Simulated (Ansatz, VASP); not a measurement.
One calculation of Ti, two programs

```
CELL_PARAMETERS angstrom
-1.64100 1.64100 1.64100
1.64100 -1.64100 1.64100
3.28200 3.28200 0.00000
ATOMIC_POSITIONS crystal
Ti 0.00000 0.00000 0.00000
Ti 0.50000 0.50000 0.50000
```

Alike in both runs: task single point; functional PBEsol; k mesh 18 × 18 × 10; occupations gaussian, width 0.15 eV; no spin polarisation.

```csv
,VASP,Ansatz
version,VASP 6.6.1,Ansatz 0.2.0
potentials or method,"VASP PAW PBE potentials, release 64 (Ti_sv), cutoff 520 eV","scalar-relativistic, plane waves, PAW"
valence electrons in the cell,24,24
```

Ansatz gave:

* gap on the k mesh at the Fermi level (eV): none
* pressure (GPa): -6.7

Q: What did VASP give for the same quantities?

A: gap on the k mesh at the Fermi level (eV): none; pressure (GPa): -6.9.

VASP's potentials were made for PBE, not for PBEsol. A gap of «none» marks a metal or a gap that the smearing closes. With one functional, cell and mesh, what is left measures potentials, basis and numerics.
